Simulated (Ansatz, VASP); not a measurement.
## One calculation of Mo, two programs

```
Mo
1.0
    -1.58139    1.58139    1.58139
     1.58139   -1.58139    1.58139
     1.58139    1.58139   -1.58139
Mo
1
Direct
  0.00000 0.00000 0.00000
```

Alike in both runs: task relaxation of cell and atoms; functional PBE; k mesh 19 × 19 × 19; occupations fermi-dirac, width 0.08 eV; no spin polarisation.

```csv
,VASP,Ansatz
version,VASP 6.6.1,Ansatz 0.2.0
potentials or method,"VASP PAW PBE potentials, release 64 (Mo_sv)","PAW with Ansatz's default frozen-core files, scalar-relativistic"
plane-wave cutoff (eV),600,420
valence electrons in the cell,14,14
```

```csv
,VASP,Ansatz,Ansatz less VASP
relaxed volume (Å³/atom),15.81,15.79,-0.024
relaxed length of the cell vector where the two differ most in proportion (Å),2.739,2.737,-0.0014
```
